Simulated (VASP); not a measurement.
Wanted: the native input for a VASP 6.6.1 run.

* Task: single point
* Functional: LDA
* Potentials or basis: VASP PAW LDA potentials, release 64 (Ru_pv, Te)
* Cutoff: 520 eV
* k mesh: 5 × 5 × 5
* Occupations: gaussian, width 0.05 eV
* Spin: collinear spin, ferromagnetic start
* Starting moments: [4.0, 0.0] μB
* Hubbard terms: Ru d U = 6.0 eV, J = 0.9 eV
* Dipole correction: no
* LDAUTYPE: 1
* Hund's J: 0.9
* Further INCAR settings: ALGO = Normal; EDIFF = 1e-06; NBANDS = 21

The structure of TeRu lies in POSCAR:

```
TeRu
1.0
    0.0000000000      3.1139297200      3.1139297200
    3.1139297200      0.0000000000      3.1139297200
    3.1139297200      3.1139297200      0.0000000000
Ru Te
1 1
Direct
    0.0000000000      0.0000000000      0.0000000000
    0.2500000000      0.2500000000      0.2500000000
```

The input as run:

INCAR

```
SYSTEM = TeRu
ALGO = Normal ; EDIFF = 1E-6
ENCUT = 520 ; ISIF = 2
ISMEAR = 0 ; ISPIN = 2
LASPH = .TRUE. ; LCHARG = .FALSE.
LDAU = .TRUE. ; LDAUJ = 0.9 0
LDAUL = 2 -1 ; LDAUPRINT = 1
LDAUTYPE = 1 ; LDAUU = 6 0
LMAXMIX = 4 ; LORBIT = 11
LREAL = .FALSE. ; LWAVE = .FALSE.
MAGMOM = 4 0 ; NBANDS = 21
NELM = 150 ; PREC = Accurate
SIGMA = 0.05
```

KPOINTS

```
k-points
0
G
  5 5 5
  0 0 0
```

Potentials or basis: VASP PAW LDA potentials, release 64 (Ru_pv, Te).

Command:

```console
$ cat potpaw_LDA.64/Ru_pv/POTCAR potpaw_LDA.64/Te/POTCAR > POTCAR
$ mpirun -np 1 vasp_std > vasp.out
```

Results of the run:

```json
{"Pressure": "-4.1 GPa", "Net moment": "3.07 μB per cell", "Site moments": "Ru +2.73; Te +0.06 μB", "Valence electrons inside the program's atomic spheres": "Ru 12.39; Te 3.42"}
```

Caveat: the U is typed as a test and isn't derived for this compound.

It took 95 s on 1 thread of Intel Xeon 6975P-C, with other jobs on the host, peak memory 0.2 GiB.
